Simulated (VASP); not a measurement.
# SnO in VASP: further runs

The runs below take SnO through single point, with PBE, r2SCAN.

Program: VASP 6.6.1. These are calculated values, not measurements. Logs are shortened: lines on timing, memory, paths and dates and some standing lists are left out, and cuts for length are marked.

### Step 1. The cell of the first run

It takes space group I4/mmm (No. 139, tetragonal). Conventional cell: a = 3.588 Å, b = 3.588 Å, c = 5.157 Å, α = 90.00°, β = 90.00°, γ = 90.00°. Within 3.3 Å of Sn (site symmetry 4/mmm) lie 6 O at 2.54 to 2.58 Å. O (site symmetry 4/mmm) has 6 Sn at 2.54 to 2.58 Å within 3.3 Å.

### Step 2. Single point, PBE (uniaxial z strain +1.6%)

Input file INCAR:

```
SYSTEM = SnO
PREC = Accurate
ENCUT = 520
EDIFF = 1E-6
ISMEAR = -1
SIGMA = 0.02
LREAL = .False.
LASPH = .True.
NELM = 100
ALGO = Normal
ISIF = 2
LWAVE = .False.
LCHARG = .False.
GGA = PE
NBANDS = 17
```

Input file KPOINTS:

```
Automatic mesh
0
Gamma
  8 8 8
  0 0 0
```

Input file POSCAR:

```
SnO
1.0
    0.0000000000      2.5369732568      2.5783259209
    2.5369732568      0.0000000000      2.5783259209
    2.5369732568      2.5369732568      0.0000000000
Sn O
1 1
Direct
    0.0000000000      0.0000000000      0.0000000000
    0.5000000000      0.5000000000      0.5000000000
```

Potentials or basis: VASP PAW PBE potentials, release 64 (Sn_d, O).

Command:

```bash
$ cat potpaw_PBE.64/Sn_d/POTCAR potpaw_PBE.64/O/POTCAR > POTCAR
$ mpirun -np 1 vasp_std > vasp.out
```

OUTCAR:

```text
SYSTEM = SnO
   PREC = Accurate
   ENCUT = 520
   EDIFF = 1E-6
   ISMEAR = -1
   LREAL = .False.
   LASPH = .True.
   NELM = 100
   ISIF = 2
   GGA = PE

 ion  position               nearest neighbor table
   1  0.000  0.000  0.000-   2 2.54   2 2.54   2 2.54   2 2.54   2 2.58   2 2.58
   2  0.500  0.500  0.500-   1 2.54   1 2.54   1 2.54   1 2.54   1 2.58   1 2.58

  LATTYP: Found a body centered tetragonal cell.
 ALAT       =     3.5878219871
 C/A-ratio  =     1.4372652434

  Lattice vectors:

 A1 = (  -2.5369732568,   0.0000000000,   2.5783259209)
 A2 = (   2.5369732568,   0.0000000000,   2.5783259209)
 A3 = (   0.0000000000,   2.5369732568,  -2.5783259209)

Analysis of symmetry for initial positions (statically):
=====================================================================
 Subroutine PRICEL returns:
 Original cell was already a primitive cell.

 Routine SETGRP: Setting up the symmetry group for a
 body centered tetragonal supercell.

 Subroutine GETGRP returns: Found 16 space group operations
 (whereof 16 operations were pure point group operations)
 out of a pool of 16 trial point group operations.

The static configuration has the point symmetry D_4h.

Analysis of symmetry for dynamics (positions and initial velocities):
=====================================================================
 Subroutine PRICEL returns:
 Original cell was already a primitive cell.

 Routine SETGRP: Setting up the symmetry group for a
 body centered tetragonal supercell.

 Subroutine GETGRP returns: Found 16 space group operations
 (whereof 16 operations were pure point group operations)
 out of a pool of 16 trial point group operations.

The dynamic configuration has the point symmetry D_4h.

 Subroutine INISYM returns: Found 16 space group operations
 (whereof 16 operations are pure point group operations),
 and found     1 'primitive' translations

----------------------------------------------------------------------------------------

                                     Primitive cell

  volume of cell :      33.1894

  direct lattice vectors                    reciprocal lattice vectors
     0.000000000  2.536973257  2.578325921    -0.197085247  0.197085247  0.193924281
     2.536973257  0.000000000  2.578325921     0.197085247 -0.197085247  0.193924281
     2.536973257  2.536973257  0.000000000     0.197085247  0.197085247 -0.193924281

  length of vectors
     3.617180927  3.617180927  3.587821987     0.339546485  0.339546485  0.339546485

  position of ions in fractional coordinates (direct lattice)
     0.000000000  0.000000000  0.000000000
     0.500000000  0.500000000  0.500000000

  ion indices of the primitive-cell ions
   primitive index   ion index
                 1           1
                 2           2

----------------------------------------------------------------------------------------

 KPOINTS: Automatic mesh

Automatic generation of k-mesh.
 Grid dimensions read from file:
 generate k-points for:    8    8    8

 Generating k-lattice:

  Cartesian coordinates                     Fractional coordinates (reciprocal lattice)
    -0.024635656  0.024635656  0.024240535     0.125000000 -0.000000000  0.000000000
     0.024635656 -0.024635656  0.024240535    -0.000000000  0.125000000  0.000000000
     0.024635656  0.024635656 -0.024240535     0.000000000  0.000000000  0.125000000

  Length of vectors
     0.042443311  0.042443311  0.042443311

  Shift w.r.t. Gamma in fractional coordinates (k-lattice)
     0.000000000  0.000000000  0.000000000

 Subroutine IBZKPT returns following result:
 ===========================================

 Found     59 irreducible k-points:

 Following reciprocal coordinates:
            Coordinates               Weight
  0.000000  0.000000  0.000000      1.000000
  0.125000  0.000000  0.000000      8.000000
  0.250000  0.000000  0.000000      8.000000
  0.375000  0.000000  0.000000      8.000000
  0.500000  0.000000  0.000000      4.000000
  0.125000  0.125000  0.000000      2.000000
[... 16 lines left out ...]
  0.250000  0.000000  0.125000     16.000000
  0.375000  0.000000  0.125000     16.000000
 [... further k-points ...]
   k-points           NKPTS =     59   k-points in BZ     NKDIM =     59   number of bands    NBANDS=     17
   number of dos      NEDOS =    301   number of ions     NIONS =      2
   total plane-waves  NPLWV =  21952
   dimension x,y,z NGX =    28 NGY =   28 NGZ =   28
   dimension x,y,z NGXF=    56 NGYF=   56 NGZF=   56
   ions per type =               1   1
   NGX,Y,Z   is equivalent  to a cutoff of  12.87, 12.87, 12.97 a.u.
   NGXF,Y,Z  is equivalent  to a cutoff of  25.74, 25.74, 25.95 a.u.
 SYSTEM =  SnO
   PREC   = accura    normal or accurate (medium, high low for compatibility)
   ISTART =      0    job   : 0-new  1-cont  2-samecut
   ICHARG =      2    charge: 1-file 2-atom 10-const
   ISPIN  =      1    spin polarized calculation?
   LNONCOLLINEAR =      F non collinear calculations
   LSORBIT =      F    spin-orbit coupling
   LASPH  =      T    aspherical Exc in radial PAW
   ENCUT  =  520.0 eV  38.22 Ry    6.18 a.u.   6.73  6.73  6.67*2*pi/ulx,y,z
   NELM   =    100;   NELMIN=  2; NELMDL= -5     # of ELM steps
   EDIFF  = 0.1E-05   stopping-criterion for ELM
   LREAL  =      F    real-space projection
   EDIFFG = 0.1E-04   stopping-criterion for IOM
   NSW    =      0    number of steps for IOM
   IBRION =     -1    ionic relax: 0-MD 1-quasi-New 2-CG
   NFREE  =      0    steps in history (QN), initial steepest desc. (CG)
   ISIF   =      2    stress and relaxation
   ISYM   =      2    0-nonsym 1-usesym 2-fastsym
   POTIM  = 0.5000    time-step for ionic-motion
   TEBEG  =    0.0;   TEEND  =   0.0 temperature during run
   PSTRESS=    0.0 pullay stress
   NELECT =      20.0000    total number of electrons
   NUPDOWN=      -1.0000    fix difference up-down
   EMIN   =  10.00;   EMAX   =-10.00  energy-range for DOS
   EFERMI =   0.00;   METHOD = LEGACY
   ISMEAR =    -1;   SIGMA  =   0.02  broadening in eV -4-tet -1-fermi 0-gaus
   EFERMI_NEDOS =   21; number of points for ismear=-14 and -15
   IALGO  =     38    algorithm
   IMIX   =      4    mixing-type and parameters
     AMIX     =   0.40;   BMIX     =  1.00
     AMIX_MAG =   1.60;   BMIX_MAG =  1.00
  volume/ion in A,a.u.               =      16.59       111.99
  Fermi-wavevector in a.u.,A,eV,Ry     =   1.382775  2.613067 26.015261  1.912068
  Thomas-Fermi vector in A             =   2.507435
   LORBIT       =      0    0 simple, 1 ext, 2 COOP (PROOUT), +10 PAW based schemes
   GGA     = PE    functional components
   LHFCALC =     F    Hartree Fock is set to
   AEXX    =    0.0000 exact exchange contribution
   IVDW    =     0    specifies the selected vdW correction
   LEPSILON=     F    determine dielectric tensor
   LRPA    =     F    only Hartree local field effects (RPA)
 non-spin polarized calculation
  energy-cutoff  :      520.00
  volume of cell :       33.19
 maximum number of plane-waves:       910
   NGX = 13   NGY = 13   NGZ = 13

 number of electron      19.9999990 magnetization

 Free energy of the ion-electron system (eV)
  ---------------------------------------------------
  ext. energy  EPLUGINS =         0.00000000
  ---------------------------------------------------
  free energy    TOTEN  =       -10.47784876 eV

  energy without entropy =      -10.47784876  energy(sigma->0) =      -10.47784876

 E-fermi :   7.7704     XC(G=0): -10.7596

 val. band max:        7.3778105904   @ k =  -0.2500   0.2500   0.0000
 cond. band min:       8.2110440244   @ k =   0.5000   0.0000   0.1250
 fundamental gap:      0.8332334340
 Fermi energy:         7.7703583773

 k-point     1 :       0.0000    0.0000    0.0000
  band No.  band energies     occupation
      1     -13.8947      2.00000
      2     -13.8947      2.00000
      3     -13.8939      2.00000
      4     -13.8374      2.00000
      5     -13.8211      2.00000
      6     -10.9375      2.00000
[... 9 lines left out ...]
     16      17.7110      0.00000
     17      17.9855      0.00000

 k-point     2 :       0.1250    0.0000    0.0000
  band No.  band energies     occupation
      1     -13.8937      2.00000
      2     -13.8885      2.00000
      3     -13.8878      2.00000
      4     -13.8383      2.00000
      5     -13.8236      2.00000
      6     -10.8555      2.00000
[... 9 lines left out ...]
     16      18.3012      0.00000
     17      20.6756      0.00000

 k-point     3 :       0.2500    0.0000    0.0000
  band No.  band energies     occupation
      1     -13.8924      2.00000
      2     -13.8821      2.00000
      3     -13.8797      2.00000
      4     -13.8310      2.00000
      5     -13.8231      2.00000
      6     -10.6482      2.00000
[... 9 lines left out ...]
     16      19.4385      0.00000
     17      22.8288      0.00000

 k-point     4 :       0.3750    0.0000    0.0000
  band No.  band energies     occupation
      1     -13.8923      2.00000
      2     -13.8870      2.00000
      3     -13.8818      2.00000
      4     -13.8123      2.00000
      5     -13.8116      2.00000
      6     -10.4261      2.00000
[... 9 lines left out ...]
     16      20.7951      0.00000
     17      22.5278      0.00000

 k-point     5 :       0.5000    0.0000    0.0000
  band No.  band energies     occupation
      1     -13.8937      2.00000
      2     -13.8893      2.00000
      3     -13.8849      2.00000
      4     -13.8046      2.00000
      5     -13.8031      2.00000
      6     -10.3291      2.00000
[... 9 lines left out ...]
     16      21.6542      0.00000
     17      21.9824      0.00000

 k-point     6 :       0.1250    0.1250    0.0000
  band No.  band energies     occupation
      1     -13.8998      2.00000
      2     -13.8820      2.00000
      3     -13.8820      2.00000
      4     -13.8550      2.00000
      5     -13.8159      2.00000
      6     -10.8221      2.00000
[... 9 lines left out ...]
     16      19.4571      0.00000
     17      20.6425      0.00000

 k-point     7 :       0.2500    0.1250    0.0000
  band No.  band energies     occupation
      1     -13.9006      2.00000
      2     -13.8810      2.00000
      3     -13.8698      2.00000
      4     -13.8621      2.00000
      5     -13.8115      2.00000
      6     -10.6441      2.00000
[... 9 lines left out ...]
     16      20.6857      0.00000
     17      23.1069      0.00000

 k-point     8 :       0.3750    0.1250    0.0000
  band No.  band energies     occupation
      1     -13.9041      2.00000
      2     -13.8878      2.00000
      3     -13.8673      2.00000
      4     -13.8447      2.00000
      5     -13.8045      2.00000
      6     -10.4134      2.00000
[... 9 lines left out ...]
     16      21.6667      0.00000
     17      23.3894      0.00000
[... 203 lines left out ...]
      1     -14.0330      2.00000
      2     -13.9230      2.00000
      3     -13.8155      2.00000
      4     -13.8129      2.00000
      5     -13.7920      2.00000
      6      -9.9670      2.00000
[... 9 lines left out ...]
     16      24.6137      0.00000
     17      25.2436      0.00000

 k-point    20 :      -0.3750    0.3750    0.0000
  band No.  band energies     occupation
      1     -14.0011      2.00000
      2     -13.8975      2.00000
      3     -13.8321      2.00000
      4     -13.8168      2.00000
      5     -13.8101      2.00000
      6      -9.9786      2.00000
[... 9 lines left out ...]
     16      23.1169      0.00000
     17      23.4252      0.00000

 k-point    21 :       0.5000    0.5000    0.0000
  band No.  band energies     occupation
      1     -14.0617      2.00000
      2     -13.9343      2.00000
      3     -13.8047      2.00000
      4     -13.8047      2.00000
      5     -13.7855      2.00000
      6      -9.9039      2.00000
[... 9 lines left out ...]
     16      26.2504      0.00000
     17      27.2331      0.00000

 k-point    22 :       0.1250    0.0000    0.1250
  band No.  band energies     occupation
      1     -13.9010      2.00000
      2     -13.8823      2.00000
      3     -13.8799      2.00000
      4     -13.8422      2.00000
      5     -13.8258      2.00000
      6     -10.8224      2.00000
[... 9 lines left out ...]
     16      19.4646      0.00000
     17      20.7870      0.00000

 k-point    23 :       0.2500    0.0000    0.1250
  band No.  band energies     occupation
      1     -13.9027      2.00000
      2     -13.8733      2.00000
      3     -13.8700      2.00000
      4     -13.8543      2.00000
      5     -13.8200      2.00000
      6     -10.6420      2.00000
[... 9 lines left out ...]
     16      20.6925      0.00000
     17      23.0459      0.00000

 k-point    24 :       0.3750    0.0000    0.1250
  band No.  band energies     occupation
      1     -13.9017      2.00000
      2     -13.8843      2.00000
      3     -13.8706      2.00000
      4     -13.8420      2.00000
      5     -13.8070      2.00000
      6     -10.4083      2.00000
[... 9 lines left out ...]
     16      21.6118      0.00000
     17      23.4845      0.00000

 [... further k-points ...]
[... 5 lines left out ...]
  --------------------------------------------------------------------------------------
  -------------------------------------------------------------------------------------
  Total        0.2413822      0.2413822     -0.0104857      0.0000000      0.0000000     -0.0000000
  in kB       11.6524241     11.6524241     -0.5061838      0.0000000      0.0000000     -0.0000000
  external PRESSURE =       7.5995548 kB  Pullay stress =       0.0000000 kB

 VOLUME and BASIS-vectors are now :
 -----------------------------------------------------------------------------
  energy-cutoff  :      520.00
  volume of cell :       33.19
      direct lattice vectors                 reciprocal lattice vectors
     0.000000000  2.536973257  2.578325921    -0.197085247  0.197085247  0.193924281
     2.536973257  0.000000000  2.578325921     0.197085247 -0.197085247  0.193924281
     2.536973257  2.536973257  0.000000000     0.197085247  0.197085247 -0.193924281

 POSITION                                       TOTAL-FORCE (eV/Angst)
 -----------------------------------------------------------------------------------
      0.00000      0.00000      0.00000         0.000000     -0.000000      0.000000
      2.53697      2.53697      2.57833        -0.000000      0.000000     -0.000000
 -----------------------------------------------------------------------------------
    total drift:                                0.000000      0.000000      0.000000

  FREE ENERGIE OF THE ION-ELECTRON SYSTEM (eV)
  ---------------------------------------------------
  free  energy   TOTEN  =       -10.4778487634 eV

  energy  without entropy=      -10.4778487633  energy(sigma->0) =      -10.47784876
```

Run time: 20 s. Hardware: 1 thread of AMD EPYC 9R45 (Zen 5), shared host; peak memory 0.14 GiB.

Results:

- Free energy: -10.4778 eV
- Pressure: 0.8 GPa
- Band gap on the k mesh: 0.83 eV, indirect (least direct gap 0.92 eV)

Stress tensor (GPa, compression positive):
```
 1.17  0.00  0.00
 0.00  1.17  0.00
 0.00  0.00 -0.05
```

Caveat: the cell differs from its parent crystal (uniaxial z strain +1.6%); spin-orbit coupling is left out, which moves the levels of the heavy elements. A k mesh can miss the band edges.

### Step 3. Single point, r2SCAN (uniaxial z strain +1.6%)

POSCAR is that of step 2.

Input file INCAR.step1:

```
  ALGO = Normal
  EDIFF = 1E-4
  ENCUT = 520
  GGA = PE
  ISMEAR = -1
  LASPH = T
  LCHARG = F
  LREAL = F
  LWAVE = T
  NBANDS = 17
  NELM = 80
  PREC = Accurate
  SIGMA = 0.02
```

Input file INCAR.step2:

```
  ALGO = Normal
  EDIFF = 1E-6
  ENCUT = 520
  ISIF = 2
  ISMEAR = -1
  ISTART = 1
  LASPH = T
  LCHARG = F
  LMIXTAU = T
  LREAL = F
  LWAVE = F
  METAGGA = R2SCAN
  NBANDS = 17
  NELM = 80
  PREC = Accurate
  SIGMA = 0.02
```

Input file KPOINTS:

```
k-points
0
Gamma
  8 8 8
```

Potentials or basis: VASP PAW PBE potentials, release 64 (Sn_d, O).

Command:

```bash
$ cat potpaw_PBE.64/Sn_d/POTCAR potpaw_PBE.64/O/POTCAR > POTCAR
$ cp INCAR.step1 INCAR
$ mpirun -np 1 vasp_std > vasp.out
$ cp INCAR.step2 INCAR
$ mpirun -np 1 vasp_std > vasp.out
```

Run time: 87 s. Hardware: 1 thread of AMD EPYC 9R45 (Zen 5), shared host; peak memory 0.15 GiB.

Results (log left out):

```yaml
Free_energy: -32.2513 eV
Pressure: -1.4 GPa
Band_gap_on_the_k_mesh: 0.96 eV, indirect (least direct gap 0.98 eV)
```

Stress tensor (GPa, compression positive):
```
-1.06  0.00  0.00
 0.00 -1.06  0.00
 0.00  0.00 -2.16
```

Levels at points of the mesh, in eV from the valence-band top:
```
           k point  band 7  band 8  band 9  band 10  band 11  band 12  band 13  band 14
(0.00, 0.00, 0.00)   -6.55   -3.26   -3.26    -3.15     7.97     8.35     8.35    10.76
(0.50, 0.00, 0.00)   -8.34   -3.02   -3.01    -0.34     1.03     4.70     4.92    10.34
(0.50, 0.50, 0.00)   -6.32   -4.47   -4.29    -4.29     3.95     5.93     6.49     6.49
(0.50, 0.00, 0.50)   -6.33   -4.45   -4.40    -4.24     4.12     5.79     6.21     6.46
```

Caveat: the cell differs from its parent crystal (uniaxial z strain +1.6%); the PAW data sets were made with another functional, which shifts forces and pressure a little; spin-orbit coupling is left out, which moves the levels of the heavy elements. A k mesh can miss the band edges.

(Part 1 of 2 ends here.)
